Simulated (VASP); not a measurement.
# Na (P6_3/mmc) in VASP: further runs

The runs below take Na through relaxation of cell and atoms, single point, with LDA.

All numbers are computed with VASP 6.6.1; they aren't measurements. Logs are shortened: lines on timing, memory, paths and dates and some standing lists are left out, and cuts for length are marked.

**1. The cell of the first run**

The structure is hexagonal, space group P6_3/mmc (No. 194). Conventional cell: a = 3.624 Å, b = 3.624 Å, c = 5.872 Å, α = 90.00°, β = 90.00°, γ = 120.00°. Na (site symmetry -6m2) has 12 Na at 3.61 to 3.62 Å within 4.7 Å.

This isn't the form of Na at room conditions, which is bcc.

**2. Relaxation of cell and atoms, LDA**

Input file INCAR:

```
SYSTEM = Na
  PREC = Accurate
  ENCUT = 600
  EDIFF = 1E-7
  ISMEAR = -1
  SIGMA = 0.05
  LREAL = .False.
  LASPH = .True.
  NELM = 100
  ALGO = Normal
  ISIF = 3
  LWAVE = .False.
  LCHARG = .False.
  GGA = CA
  IBRION = 2
  NSW = 60
  EDIFFG = -0.005
```

Input file KPOINTS:

```
regular mesh
0
Gamma
  12 12 7
  0 0 0
```

Input file POSCAR:

```
Na
1.0
    3.6243901095      0.0000000000      0.0000000000
   -1.8121950548      3.1388139080      0.0000000000
    0.0000000000      0.0000000000      5.8715119774
Na
2
Direct
    0.3333333333      0.6666666667      0.2500000000
    0.6666666667      0.3333333333      0.7500000000
```

Potentials or basis: VASP PAW LDA potentials, release 64 (Na_pv).

The run is started by

```
$ cat potpaw_LDA.64/Na_pv/POTCAR > POTCAR
$ mpirun -np 1 vasp_std > vasp.out
```

OUTCAR:

```text
SYSTEM = Na
   PREC = Accurate
   ENCUT = 600
   EDIFF = 1E-7
   ISMEAR = -1
   LREAL = .False.
   LASPH = .True.
   NELM = 100
   ISIF = 3
   GGA = CA
   IBRION = 2
   NSW = 60
   EDIFFG = -0.005

 ion  position               nearest neighbor table
   1  0.333  0.667  0.250-
   2  0.667  0.333  0.750-

  LATTYP: Found a hexagonal cell.
 ALAT       =     3.6243901095
 C/A-ratio  =     1.6200000000

  Lattice vectors:

 A1 = (   3.6243901095,   0.0000000000,   0.0000000000)
 A2 = (  -1.8121950548,   3.1388139080,   0.0000000000)
 A3 = (   0.0000000000,   0.0000000000,   5.8715119774)

Analysis of symmetry for initial positions (statically):
=====================================================================
 Subroutine PRICEL returns:
 Original cell was already a primitive cell.

 Routine SETGRP: Setting up the symmetry group for a
 hexagonal supercell.

 Subroutine GETGRP returns: Found 24 space group operations
 (whereof 12 operations were pure point group operations)
 out of a pool of 24 trial point group operations.

The static configuration has the point symmetry D_3d.
 The point group associated with its full space group is D_6h.

Analysis of symmetry for dynamics (positions and initial velocities):
=====================================================================
 Subroutine PRICEL returns:
 Original cell was already a primitive cell.

 Routine SETGRP: Setting up the symmetry group for a
 hexagonal supercell.

 Subroutine GETGRP returns: Found 24 space group operations
 (whereof 12 operations were pure point group operations)
 out of a pool of 24 trial point group operations.

The dynamic configuration has the point symmetry D_3d.
 The point group associated with its full space group is D_6h.

 Subroutine INISYM returns: Found 24 space group operations
 (whereof 12 operations are pure point group operations),
 and found     1 'primitive' translations

----------------------------------------------------------------------------------------

                                     Primitive cell

  volume of cell :      66.7960

  direct lattice vectors                    reciprocal lattice vectors
     3.624390110  0.000000000  0.000000000     0.275908489  0.159295841  0.000000000
    -1.812195055  3.138813908  0.000000000     0.000000000  0.318591681  0.000000000
     0.000000000  0.000000000  5.871511977     0.000000000  0.000000000  0.170313882

  length of vectors
     3.624390110  3.624390109  5.871511977     0.318591681  0.318591681  0.170313882

  position of ions in fractional coordinates (direct lattice)
     0.333333333  0.666666667  0.250000000
     0.666666667  0.333333333  0.750000000

  ion indices of the primitive-cell ions
   primitive index   ion index
                 1           1
                 2           2

----------------------------------------------------------------------------------------

 KPOINTS: regular mesh

Automatic generation of k-mesh.
 Grid dimensions read from file:
 generate k-points for:   12   12    7

 Generating k-lattice:

  Cartesian coordinates                     Fractional coordinates (reciprocal lattice)
     0.022992374  0.013274653  0.000000000     0.083333333 -0.000000000  0.000000000
     0.000000000  0.026549307  0.000000000     0.000000000  0.083333333  0.000000000
     0.000000000  0.000000000  0.024330555     0.000000000  0.000000000  0.142857143

  Length of vectors
     0.026549307  0.026549307  0.024330555

  Shift w.r.t. Gamma in fractional coordinates (k-lattice)
     0.000000000  0.000000000  0.000000000

 Subroutine IBZKPT returns following result:
 ===========================================

 Found     76 irreducible k-points:

 Following reciprocal coordinates:
            Coordinates               Weight
  0.000000  0.000000  0.000000      1.000000
  0.083333 -0.000000  0.000000      6.000000
  0.166667 -0.000000  0.000000      6.000000
  0.250000 -0.000000  0.000000      6.000000
  0.333333 -0.000000  0.000000      6.000000
  0.416667 -0.000000  0.000000      6.000000
[... 16 lines left out ...]
  0.250000 -0.000000  0.142857     12.000000
  0.333333 -0.000000  0.142857     12.000000
 [... further k-points ...]
   k-points           NKPTS =     76   k-points in BZ     NKDIM =     76   number of bands    NBANDS=     11
   number of dos      NEDOS =    301   number of ions     NIONS =      2
   total plane-waves  NPLWV =  43200
   dimension x,y,z NGX =    30 NGY =   30 NGZ =   48
   dimension x,y,z NGXF=    60 NGYF=   60 NGZF=   96
   ions per type =               2
   NGX,Y,Z   is equivalent  to a cutoff of  13.76, 13.76, 13.59 a.u.
   NGXF,Y,Z  is equivalent  to a cutoff of  27.52, 27.52, 27.18 a.u.
 SYSTEM =  Na
   PREC   = accura    normal or accurate (medium, high low for compatibility)
   ISTART =      0    job   : 0-new  1-cont  2-samecut
   ICHARG =      2    charge: 1-file 2-atom 10-const
   ISPIN  =      1    spin polarized calculation?
   LNONCOLLINEAR =      F non collinear calculations
   LSORBIT =      F    spin-orbit coupling
   LASPH  =      T    aspherical Exc in radial PAW
   ENCUT  =  600.0 eV  44.10 Ry    6.64 a.u.   7.24  7.24 11.73*2*pi/ulx,y,z
   NELM   =    100;   NELMIN=  2; NELMDL= -5     # of ELM steps
   EDIFF  = 0.1E-06   stopping-criterion for ELM
   LREAL  =      F    real-space projection
   EDIFFG = -.5E-02   stopping-criterion for IOM
   NSW    =     60    number of steps for IOM
   IBRION =      2    ionic relax: 0-MD 1-quasi-New 2-CG
   NFREE  =      1    steps in history (QN), initial steepest desc. (CG)
   ISIF   =      3    stress and relaxation
   ISYM   =      2    0-nonsym 1-usesym 2-fastsym
   POTIM  = 0.5000    time-step for ionic-motion
   TEBEG  =    0.0;   TEEND  =   0.0 temperature during run
   PSTRESS=    0.0 pullay stress
   NELECT =      14.0000    total number of electrons
   NUPDOWN=      -1.0000    fix difference up-down
   EMIN   =  10.00;   EMAX   =-10.00  energy-range for DOS
   EFERMI =   0.00;   METHOD = LEGACY
   ISMEAR =    -1;   SIGMA  =   0.05  broadening in eV -4-tet -1-fermi 0-gaus
   EFERMI_NEDOS =   21; number of points for ismear=-14 and -15
   IALGO  =     38    algorithm
   IMIX   =      4    mixing-type and parameters
     AMIX     =   0.40;   BMIX     =  1.00
     AMIX_MAG =   1.60;   BMIX_MAG =  1.00
  volume/ion in A,a.u.               =      33.40       225.38
  Fermi-wavevector in a.u.,A,eV,Ry     =   0.972450  1.837664 12.866476  0.945659
  Thomas-Fermi vector in A             =   2.102750
   LORBIT       =      0    0 simple, 1 ext, 2 COOP (PROOUT), +10 PAW based schemes
   GGA     = CA    functional components
   LHFCALC =     F    Hartree Fock is set to
   AEXX    =    0.0000 exact exchange contribution
   IVDW    =     0    specifies the selected vdW correction
   LEPSILON=     F    determine dielectric tensor
   LRPA    =     F    only Hartree local field effects (RPA)
 conjugate gradient relaxation of ions
 non-spin polarized calculation
  energy-cutoff  :      600.00
  volume of cell :       66.80
 maximum number of plane-waves:      2273
 NGX is ok and might be reduce to    30
   NGX = 15   NGY = 15   NGZ = 23

--------------------------------------- Ionic step        1  -------------------------------------------

 number of electron      13.9999994 magnetization

 Free energy of the ion-electron system (eV)
  ---------------------------------------------------
  ext. energy  EPLUGINS =         0.00000000
  ---------------------------------------------------
  free energy    TOTEN  =        -2.91340925 eV

  energy without entropy =       -2.90582560  energy(sigma->0) =       -2.90961743

------------------------ aborting loop because EDIFF is reached ----------------------------------------

  FORCE on cell =-STRESS in cart. coord.  units (eV):
  Direction    XX          YY          ZZ          XY          YZ          ZX
  --------------------------------------------------------------------------------------
  -------------------------------------------------------------------------------------
  Total       -0.0028842     -0.0028842     -0.0163528      0.0000000     -0.0000000      0.0000000
  in kB       -0.0691805     -0.0691805     -0.3922411      0.0000000     -0.0000000      0.0000000
  external PRESSURE =      -0.1768674 kB  Pullay stress =       0.0000000 kB
[... 57 lines left out ...]
  energy  without entropy=       -2.9058458040  energy(sigma->0) =       -2.90963090

--------------------------------------- Ionic step        3  -------------------------------------------

 number of electron      13.9999995 magnetization

 Free energy of the ion-electron system (eV)
  ---------------------------------------------------
  ext. energy  EPLUGINS =         0.00000000
  ---------------------------------------------------
  free energy    TOTEN  =        -2.91342726 eV

  energy without entropy =       -2.90589655  energy(sigma->0) =       -2.90966191

 E-fermi :   0.4777     XC(G=0):  -7.0330

 val. band max:        0.4659589912   @ k =   0.1667   0.1667   0.2857
 cond. band min:       0.4894993153   @ k =   0.0833   0.0833   0.1429
 fundamental gap:      0.0235403240
 Fermi energy:         0.4777192822

 k-point     1 :       0.0000    0.0000    0.0000
  band No.  band energies     occupation
      1     -24.4401      2.00000
      2     -24.3941      2.00000
      3     -24.3941      2.00000
      4     -24.3866      2.00000
      5     -24.3866      2.00000
      6     -24.3866      2.00000
      7      -3.0424      2.00000
      8       1.1077      0.00001
      9       1.5558      0.00000
     10      10.9407      0.00000
     11      10.9407      0.00000
[... 309 lines left out ...]
 k-point    24 :       0.3333   -0.0000    0.1429
  band No.  band energies     occupation
      1     -24.4283      2.00000
      2     -24.4189      2.00000
      3     -24.4157      2.00000
      4     -24.4024      2.00000
      5     -24.3941      2.00000
      6     -24.3921      2.00000
      7      -1.2212      2.00000
      8       1.7840      0.00000
      9       3.5565      0.00000
     10       4.4806      0.00000
     11       6.5045      0.00000

 [... further k-points ...]

------------------------ aborting loop because EDIFF is reached ----------------------------------------

  FORCE on cell =-STRESS in cart. coord.  units (eV):
  Direction    XX          YY          ZZ          XY          YZ          ZX
  --------------------------------------------------------------------------------------
  -------------------------------------------------------------------------------------
  Total        0.0028883      0.0028883     -0.0030931     -0.0000000     -0.0000000      0.0000000
  in kB        0.0694273      0.0694273     -0.0743497     -0.0000000     -0.0000000      0.0000000
  external PRESSURE =       0.0215017 kB  Pullay stress =       0.0000000 kB
[... 17 lines left out ...]
  FREE ENERGIE OF THE ION-ELECTRON SYSTEM (eV)
  ---------------------------------------------------
  free  energy   TOTEN  =        -2.9134272648 eV

  energy  without entropy=       -2.9058965533  energy(sigma->0) =       -2.90966191

 reached required accuracy - stopping structural energy minimisation
```

Run time: 2.1 min. Hardware: 1 thread of Oxide Virtual Turin-like, shared host; peak memory 0.16 GiB.

What came out:

* Free energy: -2.9134 eV
* Relaxed volume: 33.33 Å³/atom
* Relaxed cell: a = 3.623 Å, b = 3.623 Å, c = 5.862 Å, α = 90.00°, β = 90.00°, γ = 120.00°
* Space group after relaxing (to 0.1 Å): P6_3/mmc (No. 194)
* Energy gained by relaxing: 0.0 meV/atom
* Ionic steps: 3
* Pressure after relaxing: 0.0 GPa
* Band gap on the k mesh: zero (bands 7 and 8 overlap by 4.14 eV)

Final structure:
```yaml
crystal:
  lattice:
    - [3.62338, 0.00000, 0.00000]
    - [-1.81169, 3.13794, 0.00000]
    - [0.00000, 0.00000, 5.86225]
  atoms:
    - { symbol: Na, position: [0.33333, 0.66667, 0.25000] }
    - { symbol: Na, position: [0.66667, 0.33333, 0.75000] }
```

**3. Single point, LDA, collinear spin**

This run uses another cell than the first one, of 30.73 Å³/atom.

Input file INCAR:

```
SYSTEM = Na
PREC = Accurate ; ENCUT = 520
EDIFF = 1E-7 ; ISMEAR = -1
SIGMA = 0.001 ; LREAL = .False.
LASPH = .True. ; NELM = 150
ALGO = Normal ; ISIF = 2
LWAVE = .False. ; LCHARG = .True.
ISPIN = 2 ; MAGMOM = 0.2 0.2
LORBIT = 11 ; LELF = .True.
LVHAR = .True. ; NBANDS = 18
```

Input file KPOINTS:

```
Automatic mesh
0
Gamma
  12 12 7
  0 0 0
```

Input file POSCAR:

```
Na
1.0
    3.5250413223      0.0000000000      0.0000000000
   -1.7625206612      3.0527753345      0.0000000000
    0.0000000000      0.0000000000      5.7105669422
Na
2
Direct
    0.3333333333      0.6666666667      0.2500000000
    0.6666666667      0.3333333333      0.7500000000
```

Potentials or basis: VASP PAW LDA potentials, release 64 (Na_pv).

The run is started by

```
$ cat potpaw_LDA.64/Na_pv/POTCAR > POTCAR
$ mpirun -np 1 vasp_std > vasp.out
```

OUTCAR:

```text
SYSTEM = Na
   PREC = Accurate
   ENCUT = 520
   EDIFF = 1E-7
   ISMEAR = -1
   LREAL = .False.
   LASPH = .True.
   NELM = 150
   ISIF = 2
   ISPIN = 2
   LORBIT = 11

 ion  position               nearest neighbor table
   1  0.333  0.667  0.250-
   2  0.667  0.333  0.750-

  LATTYP: Found a hexagonal cell.
 ALAT       =     3.5250413223
 C/A-ratio  =     1.6200000000

  Lattice vectors:

 A1 = (   3.5250413223,   0.0000000000,   0.0000000000)
 A2 = (  -1.7625206612,   3.0527753345,   0.0000000000)
 A3 = (   0.0000000000,   0.0000000000,   5.7105669422)

Analysis of symmetry for initial positions (statically):
=====================================================================
 Subroutine PRICEL returns:
 Original cell was already a primitive cell.

 Routine SETGRP: Setting up the symmetry group for a
 hexagonal supercell.

 Subroutine GETGRP returns: Found 24 space group operations
 (whereof 12 operations were pure point group operations)
 out of a pool of 24 trial point group operations.

The static configuration has the point symmetry D_3d.
 The point group associated with its full space group is D_6h.

Analysis of symmetry for dynamics (positions and initial velocities):
=====================================================================
 Subroutine PRICEL returns:
 Original cell was already a primitive cell.

 Routine SETGRP: Setting up the symmetry group for a
 hexagonal supercell.

 Subroutine GETGRP returns: Found 24 space group operations
 (whereof 12 operations were pure point group operations)
 out of a pool of 24 trial point group operations.

The dynamic configuration has the point symmetry D_3d.
 The point group associated with its full space group is D_6h.

Analysis of structural, dynamic, and magnetic symmetry:
=====================================================================
 Subroutine PRICEL returns:
 Original cell was already a primitive cell.

[... 152 lines left out ...]
  ext. energy  EPLUGINS =         0.00000000
  ---------------------------------------------------
  free energy    TOTEN  =        -2.89657680 eV

  energy without entropy =       -2.89656997  energy(sigma->0) =       -2.89657338

 E-fermi :   0.7333     XC(G=0):  -7.2773

 val. band max:        0.7309234815   @ k =   0.1667   0.1667   0.2857
 cond. band min:       0.7519809913   @ k =   0.0833   0.0833   0.1429
 fundamental gap:      0.0210575098
 Fermi energy:         0.7333130866

 spin component 1

 k-point     1 :       0.0000    0.0000    0.0000
  band No.  band energies     occupation
      1     -24.1427      1.00000
      2     -24.0814      1.00000
      3     -24.0814      1.00000
      4     -24.0720      1.00000
      5     -24.0717      1.00000
      6     -24.0717      1.00000
[... 493 lines left out ...]
     17      14.3654      0.00000
     18      14.3755      0.00000

 [... further k-points ...]

 spin component 2

 k-point     1 :       0.0000    0.0000    0.0000
  band No.  band energies     occupation
      1     -24.1427      1.00000
      2     -24.0814      1.00000
      3     -24.0814      1.00000
      4     -24.0720      1.00000
      5     -24.0717      1.00000
      6     -24.0717      1.00000
[... 493 lines left out ...]
     17      14.3654      0.00000
     18      14.3755      0.00000

 [... further k-points ...]

------------------------ aborting loop because EDIFF is reached ----------------------------------------

  FORCE on cell =-STRESS in cart. coord.  units (eV):
  Direction    XX          YY          ZZ          XY          YZ          ZX
  --------------------------------------------------------------------------------------
  -------------------------------------------------------------------------------------
  Total        0.3552098      0.3552098      0.2715964     -0.0000000      0.0000000     -0.0000000
  in kB        9.2609869      9.2609869      7.0810289     -0.0000000      0.0000000     -0.0000000
  external PRESSURE =       8.5343342 kB  Pullay stress =       0.0000000 kB

 VOLUME and BASIS-vectors are now :
 -----------------------------------------------------------------------------
  energy-cutoff  :      520.00
  volume of cell :       61.45
      direct lattice vectors                 reciprocal lattice vectors
     3.525041322  0.000000000  0.000000000     0.283684618  0.163785390  0.000000000
    -1.762520661  3.052775335  0.000000000     0.000000000  0.327570781  0.000000000
     0.000000000  0.000000000  5.710566942     0.000000000  0.000000000  0.175113962

 POSITION                                       TOTAL-FORCE (eV/Angst)
 -----------------------------------------------------------------------------------
     -0.00000      2.03518      1.42764        -0.000000      0.000000      0.000000
      1.76252      1.01759      4.28293         0.000000      0.000000      0.000000
 -----------------------------------------------------------------------------------
    total drift:                                0.000000     -0.000000      0.000000

  FREE ENERGIE OF THE ION-ELECTRON SYSTEM (eV)
  ---------------------------------------------------
  free  energy   TOTEN  =        -2.8965767985 eV

  energy  without entropy=       -2.8965699691  energy(sigma->0) =       -2.89657338

 total charge

# of ion       s       p       d       tot
------------------------------------------
    1        0.116   5.969   0.000   6.085
    2        0.116   5.969   0.000   6.085
--------------------------------------------------
tot          0.232  11.938   0.000  12.170

 magnetization (x)

# of ion       s       p       d       tot
------------------------------------------
    1        0.000   0.000   0.000   0.000
    2        0.000   0.000   0.000   0.000
--------------------------------------------------
tot          0.000   0.000   0.000   0.000
```

OSZICAR:

```text
N       E                     dE             d eps       ncg     rms          rms(c)
DAV:   1     0.113741303022E+03    0.11374E+03   -0.70887E+03  5480   0.749E+02
DAV:   2     0.236492642810E+01   -0.11138E+03   -0.10883E+03  5708   0.247E+02
DAV:   3    -0.280640540619E+01   -0.51713E+01   -0.51584E+01  6822   0.557E+01
DAV:   4    -0.287400558754E+01   -0.67600E-01   -0.67581E-01  6366   0.695E+00
DAV:   5    -0.287515412457E+01   -0.11485E-02   -0.11484E-02  6478   0.895E-01    0.195E+00
DAV:   6    -0.289125926091E+01   -0.16105E-01   -0.15770E-02  6858   0.172E+00    0.766E-01
DAV:   7    -0.289743797610E+01   -0.61787E-02   -0.28512E-03  7154   0.740E-01    0.156E-01
DAV:   8    -0.289659246902E+01    0.84551E-03   -0.52049E-04  6724   0.200E-01    0.711E-02
DAV:   9    -0.289656512207E+01    0.27347E-04   -0.96449E-05  6564   0.773E-02    0.213E-02
DAV:  10    -0.289657472561E+01   -0.96035E-05   -0.65288E-06  6380   0.296E-02    0.732E-03
DAV:  11    -0.289657645270E+01   -0.17271E-05   -0.12453E-06  6684   0.120E-02    0.199E-03
DAV:  12    -0.289657677181E+01   -0.31911E-06   -0.12969E-07  6074   0.318E-03    0.773E-04
DAV:  13    -0.289657679846E+01   -0.26643E-07   -0.20568E-08  3910   0.126E-03
   1 F= -.28965768E+01 E0= -.28965734E+01  d E =-.682937E-05  mag=     0.0001
```

It took 3.1 min on 1 thread of Oxide Virtual Turin-like, shared host; peak memory 0.19 GiB.

What came out:

```yaml
Free_energy: -2.8966 eV
Pressure: 0.9 GPa
Band_gap_on_the_k_mesh: zero (filled and empty bands overlap)
Net_moment: 0.00 μB per cell
Valence_electrons_inside_the_program's_atomic_spheres: Na 6.08
```

Stress tensor (GPa, compression positive):
```
0.93 0.00 0.00
0.00 0.93 0.00
0.00 0.00 0.71
```

The gap in the log of VASP goes by the Fermi energy; the results here count the filled bands.